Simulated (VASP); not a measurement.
# AlN (P1) in VASP: notebook, part 2 of 2

VASP 6.6.1. The steps go on from the part before.

### 4 Single point, PBE0

Input file POSCAR:

```
AlN
1.0
    9.5656430000      0.0000000000      0.0000000000
    0.0000000000     11.0454530000      0.0000000000
    0.0000000000      0.0000000000     10.2062670000
Al N
48 48
Direct
    0.1570490000      0.0804270000      0.2532080000
    0.1468080000      0.0817540000      0.7507510000
    0.9938320000      0.3401910000      0.2323460000
    0.0007580000      0.3322220000      0.7534940000
    0.5017190000      0.0944520000      0.2618810000
    0.5200320000      0.0794160000      0.7446510000
    0.3277280000      0.3356880000      0.2474160000
    0.3227470000      0.3250230000      0.7544160000
    0.1873130000      0.5894760000      0.2576470000
    0.1681920000      0.5824110000      0.7573970000
    0.9961370000      0.8214440000      0.2509850000
    0.9927720000      0.8300940000      0.7548310000
    0.8292020000      0.0761430000      0.2528110000
    0.8416830000      0.0802170000      0.7533060000
    0.6620080000      0.3287220000      0.2502510000
    0.6517450000      0.3247520000      0.7292890000
    0.4952850000      0.5906730000      0.2224110000
    0.5026800000      0.5826400000      0.7402920000
    0.3562880000      0.8265100000      0.2551780000
    0.3245510000      0.8330030000      0.7409810000
    0.8395250000      0.5783530000      0.2522890000
    0.8263340000      0.5828160000      0.7606370000
    0.6852010000      0.8555810000      0.2366830000
    0.6643760000      0.8440450000      0.7443160000
    0.0098550000      0.1590270000      0.5022780000
    0.9966760000      0.1760500000      0.0134570000
    0.3070330000      0.1707510000      0.4866790000
    0.3382990000      0.1790390000      0.9767420000
    0.1732170000      0.4138580000      0.5067880000
    0.1635570000      0.4100470000      0.9883490000
    0.9882310000      0.6524930000      0.4946630000
    0.0087740000      0.6717540000      0.9911300000
    0.6589130000      0.1626630000      0.5091420000
    0.6643200000      0.1623230000      0.9972290000
    0.4889990000      0.4087630000      0.4894600000
    0.4968150000      0.4111330000      0.9882620000
    0.3414960000      0.6668090000      0.4893750000
    0.3385380000      0.6566420000      0.0041420000
    0.1427240000      0.9091570000      0.5025460000
    0.1590800000      0.9068120000      0.0017600000
    0.8233260000      0.4102870000      0.4862760000
    0.8228710000      0.4295240000      0.9881460000
    0.6697950000      0.6728900000      0.5081400000
    0.6681470000      0.6754680000      0.9972370000
    0.5161350000      0.9213660000      0.5045200000
    0.4993170000      0.9111490000      0.9884390000
    0.8304790000      0.9239030000      0.4910200000
    0.8129330000      0.9051940000      0.0080580000
    0.9838080000      0.1467050000      0.1985900000
    0.9916060000      0.1618340000      0.6864490000
    0.3436420000      0.1718490000      0.1977640000
    0.3299070000      0.1854640000      0.6800130000
    0.1720570000      0.4130610000      0.1753950000
    0.1855350000      0.4120740000      0.6861860000
    0.9935560000      0.6624630000      0.1753620000
    0.9834510000      0.6600060000      0.6775360000
    0.6559940000      0.1588490000      0.1900060000
    0.6608250000      0.1756970000      0.7113900000
    0.4924150000      0.3983520000      0.2044710000
    0.5087740000      0.4051120000      0.6984130000
    0.3399200000      0.6704680000      0.1883730000
    0.3375410000      0.6740860000      0.6834160000
    0.1648900000      0.9089950000      0.2035340000
    0.1727020000      0.9163270000      0.6793590000
    0.8311960000      0.4129490000      0.1848720000
    0.8356960000      0.4124170000      0.6771500000
    0.6570660000      0.6608400000      0.1796470000
    0.6823480000      0.6744480000      0.6931060000
    0.4878600000      0.9124180000      0.1989920000
    0.4926130000      0.9201590000      0.6828200000
    0.8598150000      0.9237990000      0.1910540000
    0.8252390000      0.9223390000      0.6902320000
    0.1691110000      0.0822460000      0.4495380000
    0.1613870000      0.0867130000      0.9456370000
    0.0044970000      0.3286010000      0.4411560000
    0.0039620000      0.3319360000      0.9480610000
    0.4982640000      0.0848750000      0.4470110000
    0.5057550000      0.0782380000      0.9214490000
    0.3438460000      0.3338630000      0.4475240000
    0.3491440000      0.3368990000      0.9460780000
    0.1821540000      0.5758170000      0.4283470000
    0.1657140000      0.5828840000      0.9400820000
    0.0015070000      0.8225140000      0.4490870000
    0.9940590000      0.8101680000      0.9469320000
    0.8300880000      0.0872980000      0.4451240000
    0.8251480000      0.0742600000      0.9329830000
    0.6568740000      0.3279680000      0.4470160000
    0.6889110000      0.3340230000      0.9415880000
    0.5401460000      0.5935810000      0.4217690000
    0.4918610000      0.5820250000      0.9450280000
    0.3271390000      0.8416930000      0.4304040000
    0.3430130000      0.8239350000      0.9149550000
    0.8386530000      0.5839870000      0.4317430000
    0.8467880000      0.5719160000      0.9378840000
    0.6629540000      0.8291970000      0.4455050000
    0.6676690000      0.8253000000      0.9231700000
```

Input file INCAR.step1:

```
SYSTEM = AlN
ALGO     = Normal         ! electronic algorithm
EDIFF    = 1E-5           ! SCF threshold, eV
ENCUT    = 520            ! plane-wave cutoff, eV
GGA      = PE             ! functional
GGA_COMPAT= .False.      
ISIF     = 2              ! what is computed and relaxed
ISMEAR   = -1             ! smearing method
ISYM     = -1           
KPAR     = 1            
LASPH    = .True.         ! aspherical terms in the spheres
LCHARG   = .False.        ! write CHGCAR
LREAL    = Auto         
LWAVE    = .True.         ! write WAVECAR
NBANDS   = 246            ! bands
NELM     = 120            ! most SCF steps
PREC     = Accurate       ! precision mode
SIGMA    = 0.05           ! smearing width, eV
```

Input file INCAR.step2:

```
SYSTEM = AlN
AEXX     = 0.25           ! exact-exchange fraction
ALGO     = Normal         ! electronic algorithm
EDIFF    = 1E-6           ! SCF threshold, eV
ENCUT    = 520            ! plane-wave cutoff, eV
GGA      = PE             ! functional
GGA_COMPAT= .False.      
ISIF     = 2              ! what is computed and relaxed
ISMEAR   = -1             ! smearing method
ISTART   = 1            
ISYM     = -1           
KPAR     = 1            
LASPH    = .True.         ! aspherical terms in the spheres
LCHARG   = .False.        ! write CHGCAR
LHFCALC  = .True.         ! exact exchange
LREAL    = Auto         
LWAVE    = .False.        ! write WAVECAR
NBANDS   = 246            ! bands
NELM     = 120            ! most SCF steps
PREC     = Accurate       ! precision mode
PRECFOCK = Fast         
SIGMA    = 0.05           ! smearing width, eV
```

Input file KPOINTS:

```
explicit points
1
Reciprocal
  0.25000000   0.25000000   0.25000000 1
```

Run with:

```
> cat potpaw_PBE.64/Al/POTCAR potpaw_PBE.64/N/POTCAR > POTCAR
> cp INCAR.step1 INCAR
> mpirun -np 4 vasp_std > vasp.out
> cp INCAR.step2 INCAR
> mpirun -np 4 vasp_std > vasp.out
```

It took 16 min on 4 MPI ranks of Intel Xeon Platinum 8259CL at 2.50GHz (Skylake/Cascade Lake), shared host; peak memory 0.79 GiB.

The run converged. Its results:

| Quantity | Value |
| --- | --- |
| Free energy | -854.7545 eV |
| Pressure | -8.4 GPa |
| Largest force | 9.650 eV/Å |
| Band gap on the k mesh | 5.15 eV |

Forces in eV/Å, atoms in the order of the input:
```
Al   1.695 -0.863 -0.487
Al   2.990  0.049 -0.015
Al   1.547 -1.186  2.111
Al  -1.022  0.126 -1.378
Al  -1.924 -1.736 -0.306
Al  -3.957  0.032 -0.591
Al  -0.206 -1.272  0.568
Al   3.336  2.028 -0.122
Al  -2.553 -1.375 -3.222
Al   0.057  0.357 -2.244
Al   2.724 -0.226  0.452
Al  -0.125 -0.717 -1.500
Al  -1.266  2.260  0.910
Al  -2.125  0.654  0.044
Al   0.080 -0.040 -0.036
Al   5.495  3.278  2.945
Al   2.582 -3.191  3.309
Al  -0.038 -0.197  0.666
Al  -4.961  0.084  1.254
Al   1.568  0.323 -1.279
Al  -1.316  0.261 -1.820
Al   1.329 -1.307 -2.670
Al  -3.614 -3.354  2.465
Al  -0.356 -1.343 -1.174
Al  -2.224  2.112 -0.610
Al  -0.431 -2.872 -0.880
Al   5.762  1.266  2.871
Al  -0.019 -4.032  2.341
Al  -0.441 -0.119 -1.827
Al   1.487  1.766  1.858
Al   2.719  1.548  1.118
Al  -0.606 -8.109  2.918
Al   0.392  1.107 -0.163
Al   0.590  0.747 -0.554
Al   4.716  2.939  1.498
Al   4.663  1.810  1.950
Al   0.693  1.255  0.366
Al  -1.655  1.852 -1.756
Al   4.873  0.932 -1.124
Al   1.012  0.935  0.866
Al   1.589  0.426  1.535
Al   1.894 -3.916  3.025
Al   1.876 -0.512 -0.653
Al  -0.369 -3.151 -0.038
Al  -3.402 -0.185 -1.571
Al  -1.283  0.672  0.249
Al   0.005 -1.906  1.765
Al   3.367  2.004 -2.246
N    2.565  3.635 -1.447
N    0.865  0.840  0.669
N   -2.474 -0.810 -0.598
N   -0.800 -4.719  0.398
N   -0.969  0.701  1.022
N   -3.402  1.975  1.918
N    1.028  0.275  2.240
N    2.177  0.504  2.404
N    2.484  0.199 -0.445
N    2.654 -5.044 -3.768
N    1.530  3.465 -2.477
N   -4.954  4.428 -1.664
N   -1.418 -0.158 -0.916
N   -0.268 -2.237 -0.471
N    0.108 -0.012 -1.930
N   -2.923  0.484  2.420
N   -0.908  0.572  0.485
N   -0.331  0.219  1.354
N    3.317  2.374 -0.826
N   -2.611 -0.385  0.162
N    6.113  3.119 -3.453
N    1.602 -0.280  1.105
N   -3.858 -1.729 -0.768
N    1.474 -0.241 -0.524
N   -3.734 -2.507 -2.179
N   -0.008 -0.351 -0.685
N    0.060  0.286 -0.810
N   -0.825 -0.025 -1.597
N    0.226 -0.033 -0.043
N   -0.839  0.198  2.877
N   -5.259 -1.340 -2.420
N   -4.726 -0.985 -2.689
N   -0.787  0.145  2.804
N    1.011 -0.699 -0.276
N   -3.205 -0.069 -2.068
N   -0.443  9.094 -3.196
N    0.080 -0.791 -0.487
N    0.831 -0.156  2.373
N    0.916 -0.534 -1.064
N   -4.638 -1.797 -0.788
N   -5.580 -2.339  0.547
N    2.248 -0.864 -0.966
N    0.719 -1.566  2.329
N   -1.262  0.370  4.314
N   -1.757 -1.517 -0.071
N   -0.888  5.365 -0.750
N    2.286  2.354 -1.526
N   -0.571  1.369  2.661
```

Stress tensor (GPa, compression positive):
```
-8.49  2.24  0.98
 2.24 -6.99 -0.52
 0.98 -0.52 -9.77
```

Levels at points of the mesh, in eV from the valence-band top:
```tsv
k point	band 188	band 189	band 190	band 191	band 192	band 193	band 194	band 195	band 196	band 197
(0.25, 0.25, 0.25)	-0.43	-0.34	-0.29	-0.08	0.00	5.15	5.70	5.89	6.18	6.23
```

Caveat: the cell stands under tension; the PAW data sets were made with another functional, which shifts forces and pressure a little; a shifted mesh leaves out Γ, where band edges can lie.

### 5 Summary

| level | cutoff (eV) | grid for exact exchange (PRECFOCK) | share of exact exchange | gap on the mesh (eV) | pressure (GPa) | largest force (eV/Å) |
| --- | --- | --- | --- | --- | --- | --- |
| PBEsol | 700 | - | - | 3.10 | -6.3 | 9.47 |
| PBEsol | 520 | - | - | 3.07 | -6.1 | 9.47 |
| PBE0 | 520 | Fast | 0.25 | 5.15 | -8.4 | 9.65 |

Alike in all rows: task single point; potentials or basis VASP PAW PBE potentials, release 64 (Al, N); no spin polarisation; cell as given; k mesh 1 × 1 × 1, shifted; smearing fermi-dirac 0.05 eV.

On the cell as given the gap runs from 3.07 eV (PBEsol) to 5.15 eV (PBE0). The pressure there spans -8.4 GPa (PBE0) to -6.1 GPa (PBEsol); a positive pressure means that this level wants a larger cell, a negative one a smaller.

Caveats: the cell stands under tension; the PAW data sets were made with another functional, which shifts forces and pressure a little; a shifted mesh leaves out Γ, where band edges can lie.

Total energies depend on the potentials used, so only differences within one code and one set of settings carry meaning.
